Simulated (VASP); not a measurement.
# Sb (R-3m) in VASP: a series of runs

The runs below take Sb through single point, with PBEsol.

All numbers are computed with VASP 6.6.1; they aren't measurements. Logs are shortened: lines on timing, memory, paths and dates and some standing lists are left out, and cuts for length are marked.

## 1. The cell of the first run

Symmetry: R-3m, No. 166, trigonal system. Conventional cell: a = 4.172 Å, b = 4.172 Å, c = 11.064 Å, α = 90.00°, β = 90.00°, γ = 120.00°. Within 3.7 Å of Sb (site symmetry 3m) lie 6 Sb at 2.83 to 3.27 Å.

## 2. Single point, PBEsol (strain -0.030 along x and y, -0.015 along z)

INCAR

```
PREC = Accurate
ENCUT = 520
EDIFF = 1E-6
ISMEAR = 0
SIGMA = 0.15
LREAL = F
LASPH = T
NELM = 80
ALGO = Normal
ISIF = 2
LWAVE = F
LCHARG = F
GGA = PS
NBANDS = 12
```

KPOINTS

```
regular mesh
0
Gamma
  12 12 12
```

POSCAR

```
Sb
1.0
    2.0860823220      1.2044001902      3.6878400000
   -2.0860823220      1.2044001902      3.6878400000
    0.0000000000     -2.4088003803      3.6878400000
Sb
2
Direct
    0.2336400000      0.2336400000      0.2336400000
    0.7663600000      0.7663600000      0.7663600000
```

Potentials or basis: VASP PAW PBE potentials, release 64 (Sb).

The run is started by

```console
$ cat potpaw_PBE.64/Sb/POTCAR > POTCAR
$ mpirun -np 1 vasp_std > vasp.out
```

OUTCAR:

```text
PREC = Accurate
   ENCUT = 520
   EDIFF = 1E-6
   ISMEAR = 0
   LREAL = F
   LASPH = T
   NELM = 80
   ISIF = 2
   GGA = PS

 ion  position               nearest neighbor table
   1  0.234  0.234  0.234-   2 2.83   2 2.83   2 2.83   2 3.27   2 3.27   2 3.27
   2  0.766  0.766  0.766-   1 2.83   1 2.83   1 2.83   1 3.27   1 3.27   1 3.27

  LATTYP: Found a trigonal (rhomboedric) cell.
 ALAT       =     4.4048249838
 COS(alpha) =     0.5514244828

  Lattice vectors:

 A1 = (   2.0860823220,   1.2044001902,   3.6878400000)
 A2 = (  -2.0860823220,   1.2044001902,   3.6878400000)
 A3 = (   0.0000000000,  -2.4088003803,   3.6878400000)

Analysis of symmetry for initial positions (statically):
=====================================================================
 Subroutine PRICEL returns:
 Original cell was already a primitive cell.

 Routine SETGRP: Setting up the symmetry group for a
 trigonal (rhombohedral) supercell.

 Subroutine GETGRP returns: Found 12 space group operations
 (whereof 12 operations were pure point group operations)
 out of a pool of 12 trial point group operations.

The static configuration has the point symmetry D_3d.

Analysis of symmetry for dynamics (positions and initial velocities):
=====================================================================
 Subroutine PRICEL returns:
 Original cell was already a primitive cell.

 Routine SETGRP: Setting up the symmetry group for a
 trigonal (rhombohedral) supercell.

 Subroutine GETGRP returns: Found 12 space group operations
 (whereof 12 operations were pure point group operations)
 out of a pool of 12 trial point group operations.

The dynamic configuration has the point symmetry D_3d.

 Subroutine INISYM returns: Found 12 space group operations
 (whereof 12 operations are pure point group operations),
 and found     1 'primitive' translations

----------------------------------------------------------------------------------------

                                     Primitive cell

  volume of cell :      55.5937

  direct lattice vectors                    reciprocal lattice vectors
     2.086082322  1.204400190  3.687840000     0.239683734  0.138381468  0.090387146
    -2.086082322  1.204400190  3.687840000    -0.239683734  0.138381468  0.090387146
     0.000000000 -2.408800380  3.687840000     0.000000000 -0.276762936  0.090387146

  length of vectors
     4.404824984  4.404824984  4.404824984     0.291148689  0.291148689  0.291148689

  position of ions in fractional coordinates (direct lattice)
     0.233640000  0.233640000  0.233640000
     0.766360000  0.766360000  0.766360000

  ion indices of the primitive-cell ions
   primitive index   ion index
                 1           1
                 2           2

----------------------------------------------------------------------------------------

 KPOINTS: regular mesh

Automatic generation of k-mesh.
 Grid dimensions read from file:
 generate k-points for:   12   12   12

 Generating k-lattice:

  Cartesian coordinates                     Fractional coordinates (reciprocal lattice)
     0.019973644  0.011531789  0.007532262     0.083333333  0.000000000  0.000000000
    -0.019973644  0.011531789  0.007532262     0.000000000  0.083333333  0.000000000
     0.000000000 -0.023063578  0.007532262     0.000000000  0.000000000  0.083333333

  Length of vectors
     0.024262391  0.024262391  0.024262391

  Shift w.r.t. Gamma in fractional coordinates (k-lattice)
     0.000000000  0.000000000  0.000000000

 Subroutine IBZKPT returns following result:
 ===========================================

 Found    189 irreducible k-points:

 Following reciprocal coordinates:
            Coordinates               Weight
  0.000000  0.000000  0.000000      1.000000
  0.083333 -0.000000  0.000000      6.000000
  0.166667 -0.000000  0.000000      6.000000
  0.250000 -0.000000  0.000000      6.000000
  0.333333 -0.000000  0.000000      6.000000
  0.416667 -0.000000  0.000000      6.000000
[... 16 lines left out ...]
  0.500000  0.166667  0.000000     12.000000
 -0.416667  0.166667  0.000000     12.000000
 [... further k-points ...]
   k-points           NKPTS =    189   k-points in BZ     NKDIM =    189   number of bands    NBANDS=     12
   number of dos      NEDOS =    301   number of ions     NIONS =      2
   total plane-waves  NPLWV =  46656
   dimension x,y,z NGX =    36 NGY =   36 NGZ =   36
   dimension x,y,z NGXF=    72 NGYF=   72 NGZF=   72
   ions per type =               2
   NGX,Y,Z   is equivalent  to a cutoff of  13.59, 13.59, 13.59 a.u.
   NGXF,Y,Z  is equivalent  to a cutoff of  27.17, 27.17, 27.17 a.u.
 SYSTEM =  unknown system
   PREC   = accura    normal or accurate (medium, high low for compatibility)
   ISTART =      0    job   : 0-new  1-cont  2-samecut
   ICHARG =      2    charge: 1-file 2-atom 10-const
   ISPIN  =      1    spin polarized calculation?
   LNONCOLLINEAR =      F non collinear calculations
   LSORBIT =      F    spin-orbit coupling
   LASPH  =      T    aspherical Exc in radial PAW
   ENCUT  =  520.0 eV  38.22 Ry    6.18 a.u.   8.19  8.19  8.19*2*pi/ulx,y,z
   NELM   =     80;   NELMIN=  2; NELMDL= -5     # of ELM steps
   EDIFF  = 0.1E-05   stopping-criterion for ELM
   LREAL  =      F    real-space projection
   EDIFFG = 0.1E-04   stopping-criterion for IOM
   NSW    =      0    number of steps for IOM
   IBRION =     -1    ionic relax: 0-MD 1-quasi-New 2-CG
   NFREE  =      0    steps in history (QN), initial steepest desc. (CG)
   ISIF   =      2    stress and relaxation
   ISYM   =      2    0-nonsym 1-usesym 2-fastsym
   POTIM  = 0.5000    time-step for ionic-motion
   TEBEG  =    0.0;   TEEND  =   0.0 temperature during run
   PSTRESS=    0.0 pullay stress
   NELECT =      10.0000    total number of electrons
   NUPDOWN=      -1.0000    fix difference up-down
   EMIN   =  10.00;   EMAX   =-10.00  energy-range for DOS
   EFERMI =   0.00;   METHOD = LEGACY
   ISMEAR =     0;   SIGMA  =   0.15  broadening in eV -4-tet -1-fermi 0-gaus
   EFERMI_NEDOS =   21; number of points for ismear=-14 and -15
   IALGO  =     38    algorithm
   IMIX   =      4    mixing-type and parameters
     AMIX     =   0.40;   BMIX     =  1.00
     AMIX_MAG =   1.60;   BMIX_MAG =  1.00
  volume/ion in A,a.u.               =      27.80       187.58
  Fermi-wavevector in a.u.,A,eV,Ry     =   0.924130  1.746352 11.619591  0.854016
  Thomas-Fermi vector in A             =   2.049842
   LORBIT       =      0    0 simple, 1 ext, 2 COOP (PROOUT), +10 PAW based schemes
   GGA     = PS    functional components
   LHFCALC =     F    Hartree Fock is set to
   AEXX    =    0.0000 exact exchange contribution
   IVDW    =     0    specifies the selected vdW correction
   LEPSILON=     F    determine dielectric tensor
   LRPA    =     F    only Hartree local field effects (RPA)
 non-spin polarized calculation
 Gauss-broadening in eV      SIGMA  =   0.15
  energy-cutoff  :      520.00
  volume of cell :       55.59
 maximum number of plane-waves:      1526
 NGX is ok and might be reduce to    36
   NGX = 17   NGY = 17   NGZ = 17

 number of electron      10.0000000 magnetization

 Free energy of the ion-electron system (eV)
  ---------------------------------------------------
  ext. energy  EPLUGINS =         0.00000000
  ---------------------------------------------------
  free energy    TOTEN  =        -9.01843431 eV

  energy without entropy =       -9.01519289  energy(sigma->0) =       -9.01681360

 E-fermi :   8.2460     XC(G=0): -10.0188

 val. band max:        8.2250434076   @ k =   0.4167   0.3333   0.3333
 cond. band min:       8.2547523139   @ k =   0.3333   0.2500   0.2500
 fundamental gap:      0.0297089063
 Fermi energy:         8.2459983244

 k-point     1 :       0.0000    0.0000    0.0000
  band No.  band energies     occupation
      1      -5.2073      2.00000
      2       3.8597      2.00000
      3       5.8377      2.00000
      4       6.3302      2.00000
      5       6.3302      2.00000
      6      10.3032      0.00000
      7      11.0450      0.00000
      8      11.0450      0.00000
      9      13.2848      0.00000
     10      13.2848      0.00000
     11      13.4384      0.00000
     12      14.4927      0.00000

 k-point     2 :       0.0833   -0.0000    0.0000
  band No.  band energies     occupation
      1      -5.1231      2.00000
      2       3.3867      2.00000
      3       5.8925      2.00000
      4       6.3024      2.00000
      5       6.5063      2.00000
      6      10.3291      0.00000
      7      10.8186      0.00000
      8      10.8517      0.00000
      9      12.8225      0.00000
     10      13.1890      0.00000
     11      13.2708      0.00000
     12      15.2064      0.00000

 k-point     3 :       0.1667   -0.0000    0.0000
  band No.  band energies     occupation
      1      -4.8713      2.00000
      2       2.3676      2.00000
      3       5.9075      2.00000
      4       6.2356      2.00000
      5       6.8685      2.00000
      6      10.1014      0.00000
      7      10.2916      0.00000
      8      10.3314      0.00000
      9      12.6032      0.00000
     10      13.1122      0.00000
     11      13.5708      0.00000
     12      16.5717      0.00000

 k-point     4 :       0.2500   -0.0000    0.0000
  band No.  band energies     occupation
      1      -4.4549      2.00000
      2       1.1850      2.00000
      3       5.9248      2.00000
      4       6.1647      2.00000
      5       7.1802      2.00000
      6       9.5502      0.00000
      7       9.5857      0.00000
      8       9.7071      0.00000
      9      12.9914      0.00000
     10      13.6713      0.00000
     11      14.2812      0.00000
     12      18.2472      0.00000

 k-point     5 :       0.3333   -0.0000    0.0000
  band No.  band energies     occupation
      1      -3.8810      2.00000
      2      -0.0019      2.00000
      3       5.9919      2.00000
      4       6.1166      2.00000
      5       7.4265      2.00000
      6       8.8735      0.00000
      7       8.9877      0.00000
      8       9.1634      0.00000
      9      13.7146      0.00000
     10      14.7740      0.00000
     11      15.2922      0.00000
     12      19.0053      0.00000
[... 228 lines left out ...]
      1      -4.0443      2.00000
      2       0.7956      2.00000
      3       4.7118      2.00000
      4       5.2437      2.00000
      5       6.4217      2.00000
      6      10.1630      0.00000
      7      10.7425      0.00000
      8      11.1376      0.00000
      9      12.0310      0.00000
     10      15.1624      0.00000
     11      16.0146      0.00000
     12      17.4730      0.00000

 k-point    22 :       0.4167    0.1667   -0.0000
  band No.  band energies     occupation
      1      -3.4463      2.00000
      2      -0.2290      2.00000
      3       4.5490      2.00000
      4       5.1532      2.00000
      5       6.1505      2.00000
      6      10.2554      0.00000
      7      10.3416      0.00000
      8      10.9890      0.00000
      9      12.6667      0.00000
     10      15.9124      0.00000
     11      17.2256      0.00000
     12      17.5761      0.00000

 k-point    23 :       0.5000    0.1667    0.0000
  band No.  band energies     occupation
      1      -2.7353      2.00000
      2      -1.2110      2.00000
      3       4.3050      2.00000
      4       5.3071      2.00000
      5       6.1545      2.00000
      6       9.6282      0.00000
      7      10.0250      0.00000
      8      11.2343      0.00000
      9      13.8593      0.00000
     10      16.0774      0.00000
     11      16.9846      0.00000
     12      17.5314      0.00000

 k-point    24 :      -0.4167    0.1667    0.0000
  band No.  band energies     occupation
      1      -2.4112      2.00000
      2      -1.6029      2.00000
      3       4.1121      2.00000
      4       5.6694      2.00000
      5       6.3528      2.00000
      6       9.0862      0.00000
      7       9.6258      0.00000
      8      11.5419      0.00000
      9      14.7065      0.00000
     10      15.4492      0.00000
     11      16.0416      0.00000
     12      18.2125      0.00000

 [... further k-points ...]

------------------------ aborting loop because EDIFF is reached ----------------------------------------

  FORCE on cell =-STRESS in cart. coord.  units (eV):
  Direction    XX          YY          ZZ          XY          YZ          ZX
  --------------------------------------------------------------------------------------
  -------------------------------------------------------------------------------------
  Total        2.3886432      2.3886432      1.6718852     -0.0000000      0.0000000      0.0000000
  in kB       68.8392756     68.8392756     48.1827345     -0.0000000      0.0000000      0.0000000
  external PRESSURE =      61.9537619 kB  Pullay stress =       0.0000000 kB

 VOLUME and BASIS-vectors are now :
 -----------------------------------------------------------------------------
  energy-cutoff  :      520.00
  volume of cell :       55.59
      direct lattice vectors                 reciprocal lattice vectors
     2.086082322  1.204400190  3.687840000     0.239683734  0.138381468  0.090387146
    -2.086082322  1.204400190  3.687840000    -0.239683734  0.138381468  0.090387146
     0.000000000 -2.408800380  3.687840000     0.000000000 -0.276762936  0.090387146

 POSITION                                       TOTAL-FORCE (eV/Angst)
 -----------------------------------------------------------------------------------
      0.00000      0.00000      2.58488         0.000000      0.000000      0.690755
      0.00000      0.00000      8.47864         0.000000     -0.000000     -0.690755
 -----------------------------------------------------------------------------------
    total drift:                                0.000000     -0.000000      0.000000

  FREE ENERGIE OF THE ION-ELECTRON SYSTEM (eV)
  ---------------------------------------------------
  free  energy   TOTEN  =        -9.0184343056 eV

  energy  without entropy=       -9.0151928904  energy(sigma->0) =       -9.01681360
```

Wall time 2.3 min (1 thread of Intel Xeon 8259CL, shared host); peak memory 0.27 GiB.

What came out:

| Quantity | Value |
| --- | --- |
| Free energy | -9.0184 eV |
| Pressure | 6.2 GPa |
| Largest force | 0.691 eV/Å |
| Band gap on the k mesh | zero (bands 5 and 6 overlap by 0.48 eV) |

Forces on the atoms (eV/Å):
```
Sb   0.000  0.000  0.691
Sb   0.000  0.000 -0.691
```

Stress tensor (GPa, compression positive):
```
6.88 0.00 0.00
0.00 6.88 0.00
0.00 0.00 4.82
```

Caveat: the cell differs from its parent crystal (strain -0.030 along x and y, -0.015 along z); the cell stands under pressure; the PAW data sets were made with another functional, which shifts forces and pressure a little; spin-orbit coupling is left out, which moves the levels of the heavy elements.

## 3. Single point, PBEsol (strain -0.030 along x and y, +0.000 along z)

INCAR

```
SYSTEM = Sb
PREC     = Accurate       ! precision mode
ENCUT    = 520            ! plane-wave cutoff, eV
EDIFF    = 1E-7           ! SCF threshold, eV
ISMEAR   = 0              ! smearing method
SIGMA    = 0.15           ! smearing width, eV
LREAL    = .FALSE.        ! projectors in reciprocal space
LASPH    = .TRUE.         ! aspherical terms in the spheres
NELM     = 100            ! most SCF steps
ALGO     = Normal         ! electronic algorithm
ISIF     = 2              ! what is computed and relaxed
LWAVE    = .FALSE.        ! write WAVECAR
LCHARG   = .TRUE.         ! write CHGCAR
GGA      = PS             ! functional
LELF     = .TRUE.         ! ELF
LVHAR    = .TRUE.       
NBANDS   = 12             ! bands
```

KPOINTS

```
regular mesh
0
G
  12 12 12
  0 0 0
```

POSCAR

```
Sb
1.0
    2.0860823220      1.2044001902      3.7440000000
   -2.0860823220      1.2044001902      3.7440000000
    0.0000000000     -2.4088003803      3.7440000000
Sb
2
Direct
    0.2336400000      0.2336400000      0.2336400000
    0.7663600000      0.7663600000      0.7663600000
```

Potentials or basis: VASP PAW PBE potentials, release 64 (Sb).

The run is started by

```console
$ cat potpaw_PBE.64/Sb/POTCAR > POTCAR
$ mpirun -np 1 vasp_std > vasp.out
```

Run time: 3 min. Hardware: 1 thread of Intel Xeon 8259CL, shared host; peak memory 0.27 GiB.

The run converged. Its results:

```yaml
Free_energy: -9.0405 eV
Pressure: 5.1 GPa
Largest_force: 0.596 eV/Å
Band_gap_on_the_k_mesh: zero (bands 5 and 6 overlap by 0.47 eV)
```

Forces on the atoms (eV/Å):
```
Sb   0.000  0.000  0.596
Sb   0.000  0.000 -0.596
```

Stress tensor (GPa, compression positive):
```
5.80 0.00 0.00
0.00 5.80 0.00
0.00 0.00 3.56
```

Levels at points of the mesh, in eV from the Fermi level:
| k point | band 3 | band 4 | band 5 | band 6 | band 7 | band 8 |
| --- | --- | --- | --- | --- | --- | --- |
| (0.00, 0.00, 0.00) | -2.47 | -1.81 | -1.81 | 2.06 | 2.78 | 2.78 |
| (0.50, 0.00, 0.00) | -2.15 | -2.10 | -0.34 | -0.21 | 0.00 | 0.48 |
| (0.50, 0.50, 0.00) | -5.82 | -4.18 | -3.87 | 1.25 | 5.23 | 5.84 |
| (0.50, 0.50, 0.50) | -1.31 | -1.31 | -0.21 | 0.20 | 0.20 | 1.44 |

Caveat: the cell differs from its parent crystal (strain -0.030 along x and y, +0.000 along z); the cell stands under pressure; the PAW data sets were made with another functional, which shifts forces and pressure a little; spin-orbit coupling is left out, which moves the levels of the heavy elements.

(Part 1 of 2 ends here.)

The gap in the log of VASP goes by the Fermi energy; the results here count the filled bands.